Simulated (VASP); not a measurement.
SiB6:

```
Si B
1.0
     4.13000    0.00000    0.00000
     0.00000    4.13000    0.00000
     0.00000    0.00000    4.13000
Si B
1 6
Direct
  0.00000 0.00000 0.00000
  0.21000 0.50000 0.50000
  0.50000 0.21000 0.50000
  0.79000 0.50000 0.50000
  0.50000 0.79000 0.50000
  0.50000 0.50000 0.21000
  0.50000 0.50000 0.79000
```

| Quantity | Value |
| --- | --- |
| Program | VASP 6.6.1 |
| Task | relaxation of cell and atoms |
| Functional | PBE |
| Potentials or basis | VASP PAW PBE potentials, release 64 (Si, B) |
| Cutoff | 600 eV |
| k mesh | 6 × 6 × 6 |
| Occupations | gaussian, width 0.1 eV |
| Spin | no spin polarisation |

At the start: pressure 4.0 GPa; volume 10.06 Å³/atom.

Question: Where does the relaxation end?

Answer: Over 6 steps the energy falls by 47.2 meV/atom and the volume is 10.07 Å³/atom (+0.1 %); space group Pm-3m (No. 221, to 0.05 Å).

The path:
| step | energy change (eV) | largest force (eV/Å) | pressure (GPa) | volume (Å³) |
| --- | --- | --- | --- | --- |
| 1 | 0.0000 | 2.6938 | 4.03 | 70.44 |
| 2 | 1.3546 | 6.3186 | -2.09 | 73.06 |
| 3 | -0.3271 | 0.0944 | -1.46 | 71.25 |
| 4 | -0.3278 | 0.0216 | -1.31 | 71.22 |
| 5 | -0.3277 | 0.0715 | -1.23 | 71.20 |
| 6 | -0.3303 | 0.0098 | 0.23 | 70.48 |

Final structure:
```
CELL_PARAMETERS angstrom
4.13076 0.00000 0.00000
0.00000 4.13076 0.00000
0.00000 0.00000 4.13076
ATOMIC_POSITIONS crystal
Si 0.00000 0.00000 0.00000
B 0.20017 0.50000 0.50000
B 0.50000 0.20017 0.50000
B 0.79983 0.50000 0.50000
B 0.50000 0.79983 0.50000
B 0.50000 0.50000 0.20017
B 0.50000 0.50000 0.79983
```

Caveat: the relaxation stopped at a loose force limit of 0.05 eV/Å, so its end isn't a converged minimum.
